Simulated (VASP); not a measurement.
# ZnS (F-43m) in VASP: notebook

Aim: see how the results for ZnS move with the level of theory and the settings. Levels: r2SCAN, HSE06. Tasks: single point.

Program: VASP 6.6.1. These are calculated values, not measurements. Logs are shortened: lines on timing, memory, paths and dates and some standing lists are left out, and cuts for length are marked.

**Measured values to compare with.**

From “Electronic, vibrational, and thermodynamic properties of ZnS (zincblende and rocksalt structure)”, 2009, arxiv:0911.5022, for a bulk crystal of ZnS at 19 K: band gap 3.85 eV (direct).

How close the calculation comes is told below.

### Step 1. The cell of the first run

It takes space group F-43m (No. 216, cubic). The conventional cell has a = 5.388 Å, b = 5.388 Å, c = 5.388 Å, α = 90.00°, β = 90.00°, γ = 90.00°. Within 3.1 Å of Zn (site symmetry -43m) lie 4 S at 2.33 Å. Within 3.1 Å of S (site symmetry -43m) lie 4 Zn at 2.33 Å.

### Step 2. Single point, r2SCAN

POSCAR

```
ZnS
1.0
    0.0000000000      2.6940955541      2.6940955541
    2.6940955541      0.0000000000      2.6940955541
    2.6940955541      2.6940955541      0.0000000000
Zn S
1 1
Direct
    0.2500000000      0.2500000000      0.2500000000
    0.0000000000      0.0000000000      0.0000000000
```

INCAR.step1

```
SYSTEM = ZnS
  PREC = Accurate
  ENCUT = 550
  ISMEAR = 0
  SIGMA = 0.01
  LREAL = .False.
  LASPH = .True.
  NELM = 120
  NBANDS = 16
  GGA = PE
  ALGO = Normal
  EDIFF = 1E-5
  LWAVE = .True.
  LCHARG = .False.
  GGA_COMPAT = .False.
```

INCAR.step2

```
SYSTEM = ZnS
  PREC = Accurate
  ENCUT = 550
  EDIFF = 1E-6
  ISMEAR = 0
  SIGMA = 0.01
  LREAL = .False.
  LASPH = .True.
  NELM = 120
  ALGO = Normal
  ISIF = 2
  LWAVE = .False.
  LCHARG = .False.
  METAGGA = R2SCAN
  LMIXTAU = .True.
  NBANDS = 16
  ISTART = 1
  GGA_COMPAT = .False.
```

KPOINTS

```
Automatic mesh
0
Gamma
  4 4 4
  0 0 0
```

Potentials or basis: VASP PAW PBE potentials, release 64 (Zn, S).

Run with:

```
$ cat potpaw_PBE.64/Zn/POTCAR potpaw_PBE.64/S/POTCAR > POTCAR
$ cp INCAR.step1 INCAR
$ mpirun -np 1 vasp_std > vasp.out
$ cp INCAR.step2 INCAR
$ mpirun -np 1 vasp_std > vasp.out
```

OUTCAR:

```text
SYSTEM = ZnS
   PREC = Accurate
   ENCUT = 550
   EDIFF = 1E-6
   ISMEAR = 0
   LREAL = .False.
   LASPH = .True.
   NELM = 120
   ISIF = 2
   METAGGA = R2SCAN
   ISTART = 1

 ion  position               nearest neighbor table
   1  0.250  0.250  0.250-   2 2.33   2 2.33   2 2.33   2 2.33
   2  0.000  0.000  0.000-   1 2.33   1 2.33   1 2.33   1 2.33

  LATTYP: Found a face centered cubic cell.
 ALAT       =     5.3881911082

  Lattice vectors:

 A1 = (   0.0000000000,   2.6940955541,   2.6940955541)
 A2 = (   2.6940955541,   0.0000000000,   2.6940955541)
 A3 = (   2.6940955541,   2.6940955541,   0.0000000000)

Analysis of symmetry for initial positions (statically):
=====================================================================
 Subroutine PRICEL returns:
 Original cell was already a primitive cell.

 Routine SETGRP: Setting up the symmetry group for a
 face centered cubic supercell.

 Subroutine GETGRP returns: Found 24 space group operations
 (whereof 24 operations were pure point group operations)
 out of a pool of 48 trial point group operations.

The static configuration has the point symmetry T_d .

Analysis of symmetry for dynamics (positions and initial velocities):
=====================================================================
 Subroutine PRICEL returns:
 Original cell was already a primitive cell.

 Routine SETGRP: Setting up the symmetry group for a
 face centered cubic supercell.

 Subroutine GETGRP returns: Found 24 space group operations
 (whereof 24 operations were pure point group operations)
 out of a pool of 48 trial point group operations.

The dynamic configuration has the point symmetry T_d .

 Subroutine INISYM returns: Found 24 space group operations
 (whereof 24 operations are pure point group operations),
 and found     1 'primitive' translations

----------------------------------------------------------------------------------------

                                     Primitive cell

  volume of cell :      39.1083

  direct lattice vectors                    reciprocal lattice vectors
     0.000000000  2.694095554  2.694095554    -0.185591042  0.185591042  0.185591042
     2.694095554  0.000000000  2.694095554     0.185591042 -0.185591042  0.185591042
     2.694095554  2.694095554  0.000000000     0.185591042  0.185591042 -0.185591042

  length of vectors
     3.810026471  3.810026471  3.810026471     0.321453113  0.321453113  0.321453113

  position of ions in fractional coordinates (direct lattice)
     0.250000000  0.250000000  0.250000000
     0.000000000  0.000000000  0.000000000

  ion indices of the primitive-cell ions
   primitive index   ion index
                 1           1
                 2           2

----------------------------------------------------------------------------------------

 KPOINTS: Automatic mesh

Automatic generation of k-mesh.
 Grid dimensions read from file:
 generate k-points for:    4    4    4

 Generating k-lattice:

  Cartesian coordinates                     Fractional coordinates (reciprocal lattice)
    -0.046397760  0.046397760  0.046397760     0.250000000  0.000000000  0.000000000
     0.046397760 -0.046397760  0.046397760     0.000000000  0.250000000  0.000000000
     0.046397760  0.046397760 -0.046397760     0.000000000  0.000000000  0.250000000

  Length of vectors
     0.080363278  0.080363278  0.080363278

  Shift w.r.t. Gamma in fractional coordinates (k-lattice)
     0.000000000  0.000000000  0.000000000

 Subroutine IBZKPT returns following result:
 ===========================================

 Found      8 irreducible k-points:

 Following reciprocal coordinates:
            Coordinates               Weight
  0.000000  0.000000  0.000000      1.000000
  0.250000  0.000000  0.000000      8.000000
  0.500000  0.000000  0.000000      4.000000
  0.250000  0.250000  0.000000      6.000000
  0.500000  0.250000  0.000000     24.000000
 -0.250000  0.250000  0.000000     12.000000
  0.500000  0.500000  0.000000      3.000000
 -0.250000  0.500000  0.250000      6.000000
   k-points           NKPTS =      8   k-points in BZ     NKDIM =      8   number of bands    NBANDS=     16
   number of dos      NEDOS =    301   number of ions     NIONS =      2
   total plane-waves  NPLWV =  27000
   dimension x,y,z NGX =    30 NGY =   30 NGZ =   30
   dimension x,y,z NGXF=    60 NGYF=   60 NGZF=   60
   ions per type =               1   1
   NGX,Y,Z   is equivalent  to a cutoff of  13.09, 13.09, 13.09 a.u.
   NGXF,Y,Z  is equivalent  to a cutoff of  26.18, 26.18, 26.18 a.u.
 SYSTEM =  ZnS
   PREC   = accura    normal or accurate (medium, high low for compatibility)
   ISTART =      1    job   : 0-new  1-cont  2-samecut
   ICHARG =      0    charge: 1-file 2-atom 10-const
   ISPIN  =      1    spin polarized calculation?
   LNONCOLLINEAR =      F non collinear calculations
   LSORBIT =      F    spin-orbit coupling
   LASPH  =      T    aspherical Exc in radial PAW
   ENCUT  =  550.0 eV  40.42 Ry    6.36 a.u.   7.29  7.29  7.29*2*pi/ulx,y,z
   NELM   =    120;   NELMIN=  2; NELMDL=  0     # of ELM steps
   EDIFF  = 0.1E-05   stopping-criterion for ELM
   LREAL  =      F    real-space projection
[... 7 lines left out ...]
   TEBEG  =    0.0;   TEEND  =   0.0 temperature during run
   PSTRESS=    0.0 pullay stress
   NELECT =      18.0000    total number of electrons
   NUPDOWN=      -1.0000    fix difference up-down
   EMIN   =  10.00;   EMAX   =-10.00  energy-range for DOS
   EFERMI =   0.00;   METHOD = LEGACY
   ISMEAR =     0;   SIGMA  =   0.01  broadening in eV -4-tet -1-fermi 0-gaus
   EFERMI_NEDOS =   21; number of points for ismear=-14 and -15
   IALGO  =     38    algorithm
   IMIX   =      4    mixing-type and parameters
     AMIX     =   0.40;   BMIX     =  1.00
     AMIX_MAG =   1.60;   BMIX_MAG =  1.00
  volume/ion in A,a.u.               =      19.55       131.96
  Fermi-wavevector in a.u.,A,eV,Ry     =   1.263987  2.388589 21.737533  1.597664
  Thomas-Fermi vector in A             =   2.397316
   LORBIT       =      0    0 simple, 1 ext, 2 COOP (PROOUT), +10 PAW based schemes
   METAGGA = R2SCAN    functional components
   LHFCALC =     F    Hartree Fock is set to
   AEXX    =    0.0000 exact exchange contribution
   IVDW    =     0    specifies the selected vdW correction
   LEPSILON=     F    determine dielectric tensor
   LRPA    =     F    only Hartree local field effects (RPA)
 non-spin polarized calculation
 Gauss-broadening in eV      SIGMA  =   0.01
  energy-cutoff  :      550.00
  volume of cell :       39.11
 maximum number of plane-waves:      1162
 NGX is ok and might be reduce to    30
   NGX = 15   NGY = 15   NGZ = 15

 number of electron      18.0000017 magnetization

 Free energy of the ion-electron system (eV)
  ---------------------------------------------------
  ext. energy  EPLUGINS =         0.00000000
  ---------------------------------------------------
  free energy    TOTEN  =       -18.82418952 eV

  energy without entropy =      -18.82418952  energy(sigma->0) =      -18.82418952

 E-fermi :   1.9809     XC(G=0): -10.3211

 val. band max:        1.9349684100   @ k =   0.0000   0.0000   0.0000
 cond. band min:       4.6423416946   @ k =   0.0000   0.0000   0.0000
 fundamental gap:      2.7073732846
 Fermi energy:         1.9808913724

 k-point     1 :       0.0000    0.0000    0.0000
  band No.  band energies     occupation
      1     -11.8014      2.00000
      2      -4.6180      2.00000
      3      -4.6180      2.00000
      4      -4.6180      2.00000
      5      -4.0634      2.00000
      6      -4.0634      2.00000
      7       1.9350      2.00000
      8       1.9350      2.00000
      9       1.9350      2.00000
     10       4.6423      0.00000
     11       8.8183      0.00000
     12       8.8183      0.00000
     13       8.8183      0.00000
     14      14.2385      0.00000
     15      14.2385      0.00000
     16      14.5081      0.00000

 k-point     2 :       0.2500    0.0000    0.0000
  band No.  band energies     occupation
      1     -11.3627      2.00000
      2      -4.5609      2.00000
      3      -4.5455      2.00000
      4      -4.5455      2.00000
      5      -4.0617      2.00000
      6      -4.0617      2.00000
      7      -0.9427      2.00000
      8       1.4483      2.00000
      9       1.4483      2.00000
     10       5.9622      0.00000
     11       9.4164      0.00000
     12       9.4555      0.00000
     13       9.4555      0.00000
     14      13.4327      0.00000
     15      13.4327      0.00000
     16      14.7347      0.00000

 k-point     3 :       0.5000    0.0000    0.0000
  band No.  band energies     occupation
      1     -10.8374      2.00000
      2      -4.4911      2.00000
      3      -4.4911      2.00000
      4      -4.0332      2.00000
      5      -4.0332      2.00000
      6      -3.8616      2.00000
      7      -3.5274      2.00000
      8       1.0329      2.00000
      9       1.0329      2.00000
     10       5.7580      0.00000
     11       9.3099      0.00000
     12       9.3099      0.00000
     13      11.3750      0.00000
     14      14.8276      0.00000
     15      16.0104      0.00000
     16      16.0104      0.00000

 k-point     4 :       0.2500    0.2500    0.0000
  band No.  band energies     occupation
      1     -11.2156      2.00000
      2      -4.6600      2.00000
      3      -4.4614      2.00000
      4      -4.4614      2.00000
      5      -4.1045      2.00000
      6      -4.0236      2.00000
      7      -0.6416      2.00000
      8       0.6494      2.00000
      9       0.6494      2.00000
     10       6.8362      0.00000
     11       7.0128      0.00000
     12      11.0899      0.00000
     13      11.0899      0.00000
     14      11.2843      0.00000
     15      15.0500      0.00000
     16      18.5449      0.00000

 k-point     5 :       0.5000    0.2500    0.0000
  band No.  band energies     occupation
      1     -10.6871      2.00000
      2      -4.5187      2.00000
      3      -4.3738      2.00000
      4      -4.2416      2.00000
      5      -4.0184      2.00000
      6      -3.9003      2.00000
      7      -2.6549      2.00000
      8      -0.5402      2.00000
      9       0.2729      2.00000
     10       6.6702      0.00000
     11       8.4067      0.00000
     12      10.6316      0.00000
     13      11.3525      0.00000
     14      14.4463      0.00000
     15      16.1383      0.00000
     16      17.6301      0.00000

 k-point     6 :      -0.2500    0.2500    0.0000
  band No.  band energies     occupation
      1     -10.8645      2.00000
      2      -4.4806      2.00000
      3      -4.4489      2.00000
      4      -4.3080      2.00000
      5      -4.0789      2.00000
      6      -4.0044      2.00000
      7      -2.1038      2.00000
      8      -0.6627      2.00000
      9       0.9945      2.00000
     10       7.3203      0.00000
     11       9.0727      0.00000
     12       9.7509      0.00000
     13      10.3776      0.00000
     14      12.8374      0.00000
     15      16.0168      0.00000
     16      17.4021      0.00000

 k-point     7 :       0.5000    0.5000    0.0000
  band No.  band energies     occupation
      1     -10.5123      2.00000
      2      -4.6232      2.00000
      3      -4.2501      2.00000
      4      -4.2501      2.00000
      5      -3.9838      2.00000
      6      -3.8447      2.00000
      7      -2.7251      2.00000
      8      -0.3822      2.00000
      9      -0.3822      2.00000
     10       5.6265      0.00000
     11       6.4037      0.00000
     12      13.7616      0.00000
     13      14.8119      0.00000
     14      14.8119      0.00000
     15      16.2968      0.00000
     16      17.1814      0.00000

 k-point     8 :      -0.2500    0.5000    0.2500
  band No.  band energies     occupation
      1     -10.5060      2.00000
      2      -4.4678      2.00000
      3      -4.3099      2.00000
      4      -4.1274      2.00000
      5      -4.1101      2.00000
      6      -3.6565      2.00000
      7      -2.7527      2.00000
      8      -0.9219      2.00000
      9      -0.8937      2.00000
     10       7.9701      0.00000
     11       8.5707      0.00000
     12      10.4163      0.00000
     13      10.6219      0.00000
     14      15.3405      0.00000
     15      16.5718      0.00000
     16      17.6702      0.00000

------------------------ aborting loop because EDIFF is reached ----------------------------------------

  FORCE on cell =-STRESS in cart. coord.  units (eV):
  Direction    XX          YY          ZZ          XY          YZ          ZX
  --------------------------------------------------------------------------------------
  -------------------------------------------------------------------------------------
  Total        0.0875776      0.0875776      0.0875776     -0.0000000      0.0000000     -0.0000000
  in kB        3.5878531      3.5878531      3.5878531     -0.0000000      0.0000000     -0.0000000
  external PRESSURE =       3.5878531 kB  Pullay stress =       0.0000000 kB

 VOLUME and BASIS-vectors are now :
 -----------------------------------------------------------------------------
  energy-cutoff  :      550.00
  volume of cell :       39.11
      direct lattice vectors                 reciprocal lattice vectors
     0.000000000  2.694095554  2.694095554    -0.185591042  0.185591042  0.185591042
     2.694095554  0.000000000  2.694095554     0.185591042 -0.185591042  0.185591042
     2.694095554  2.694095554  0.000000000     0.185591042  0.185591042 -0.185591042

 POSITION                                       TOTAL-FORCE (eV/Angst)
 -----------------------------------------------------------------------------------
      1.34705      1.34705      1.34705         0.000000      0.000000      0.000000
      0.00000      0.00000      0.00000        -0.000000     -0.000000     -0.000000
 -----------------------------------------------------------------------------------
    total drift:                                0.000001      0.000001      0.000001

  FREE ENERGIE OF THE ION-ELECTRON SYSTEM (eV)
  ---------------------------------------------------
  free  energy   TOTEN  =       -18.8241895221 eV

  energy  without entropy=      -18.8241895221  energy(sigma->0) =      -18.82418952
```

Wall time 76 s (1 thread of Intel Xeon 8259CL, shared host); peak memory 0.17 GiB.

What came out:

```
Free energy            : -18.8242 eV
Pressure               : 0.4 GPa
Band gap on the k mesh : 2.71 eV
```

Caveat: the k points lie up to 0.50 Å⁻¹ apart; the PAW data sets were made with another functional, which shifts forces and pressure a little. r2SCAN opens gaps a little over a GGA but as a rule still falls short of measured ones.

### Step 3. Single point, r2SCAN

POSCAR is that of step 2.

INCAR.step1

```
SYSTEM = ZnS
PREC     = Accurate       ! precision mode
ENCUT    = 550            ! plane-wave cutoff, eV
ISMEAR   = 0              ! smearing method
SIGMA    = 0.01           ! smearing width, eV
LREAL    = .False.        ! projectors in reciprocal space
LASPH    = .True.         ! aspherical terms in the spheres
NELM     = 120            ! most SCF steps
NBANDS   = 16             ! bands
GGA      = PE             ! functional
ALGO     = Normal         ! electronic algorithm
EDIFF    = 1E-5           ! SCF threshold, eV
LWAVE    = .True.         ! write WAVECAR
LCHARG   = .False.        ! write CHGCAR
GGA_COMPAT= .False.
```

INCAR.step2

```
SYSTEM = ZnS
PREC     = Accurate       ! precision mode
ENCUT    = 550            ! plane-wave cutoff, eV
EDIFF    = 1E-6           ! SCF threshold, eV
ISMEAR   = 0              ! smearing method
SIGMA    = 0.01           ! smearing width, eV
LREAL    = .False.        ! projectors in reciprocal space
LASPH    = .True.         ! aspherical terms in the spheres
NELM     = 120            ! most SCF steps
ALGO     = Normal         ! electronic algorithm
ISIF     = 2              ! what is computed and relaxed
LWAVE    = .False.        ! write WAVECAR
LCHARG   = .False.        ! write CHGCAR
METAGGA  = R2SCAN         ! meta-GGA
LMIXTAU  = .True.       
NBANDS   = 16             ! bands
ISTART   = 1            
GGA_COMPAT= .False.
```

KPOINTS

```
Automatic mesh
0
Gamma
  6 6 6
  0 0 0
```

Potentials or basis: VASP PAW PBE potentials, release 64 (Zn, S).

Run with:

```
$ cat potpaw_PBE.64/Zn/POTCAR potpaw_PBE.64/S/POTCAR > POTCAR
$ cp INCAR.step1 INCAR
$ mpirun -np 1 vasp_std > vasp.out
$ cp INCAR.step2 INCAR
$ mpirun -np 1 vasp_std > vasp.out
```

Run time: 99 s. Hardware: 1 thread of Intel Xeon 8259CL, shared host; peak memory 0.17 GiB.

Results (log left out):

```
Free energy            : -18.8640 eV
Pressure               : 0.0 GPa
Band gap on the k mesh : 2.72 eV
```

Levels at points of the mesh, in eV from the valence-band top:
```
           k point  band 7  band 8  band 9  band 10  band 11  band 12
(0.00, 0.00, 0.00)    0.00    0.00    0.00     2.72     6.89     6.89
(0.50, 0.00, 0.00)   -5.46   -0.90   -0.90     3.83     7.39     7.39
(0.50, 0.50, 0.00)   -4.65   -2.31   -2.31     3.71     4.48    11.83
```

Caveat: the PAW data sets were made with another functional, which shifts forces and pressure a little.

### Step 4. Single point, r2SCAN

POSCAR is that of step 3.

INCAR.step1

```
PREC = Accurate
ENCUT = 550
ISMEAR = 0
SIGMA = 0.01
LREAL = False
LASPH = True
NELM = 120
NBANDS = 16
GGA = PE
ALGO = Normal
EDIFF = 1E-5
LWAVE = True
LCHARG = False
GGA_COMPAT = False
```

INCAR.step2

```
PREC = Accurate
ENCUT = 550
EDIFF = 1E-6
ISMEAR = 0
SIGMA = 0.01
LREAL = False
LASPH = True
NELM = 120
ALGO = Normal
ISIF = 2
LWAVE = False
LCHARG = False
METAGGA = R2SCAN
LMIXTAU = True
NBANDS = 16
ISTART = 1
GGA_COMPAT = False
```

KPOINTS

```
regular mesh
0
Gamma
  8 8 8
```

Run with:

```
$ cat potpaw_PBE.64/Zn/POTCAR potpaw_PBE.64/S/POTCAR > POTCAR
$ cp INCAR.step1 INCAR
$ mpirun -np 1 vasp_std > vasp.out
$ cp INCAR.step2 INCAR
$ mpirun -np 1 vasp_std > vasp.out
```

It took 2.5 min on 1 thread of Intel Xeon 8259CL, shared host; peak memory 0.18 GiB.

The run converged. Its results:

| Quantity | Value |
| --- | --- |
| Free energy | -18.8664 eV |
| Pressure | 0.0 GPa |
| Band gap on the k mesh | 2.72 eV |

Levels at points of the mesh, in eV from the valence-band top:
```
           k point  band 7  band 8  band 9  band 10  band 11  band 12
(0.00, 0.00, 0.00)    0.00    0.00    0.00     2.72     6.90     6.90
(0.50, 0.00, 0.00)   -5.46   -0.90   -0.90     3.83     7.39     7.39
(0.50, 0.50, 0.00)   -4.65   -2.31   -2.31     3.71     4.48    11.83
```

Caveat: the PAW data sets were made with another functional, which shifts forces and pressure a little.

(Continued in part 2 of 2.)
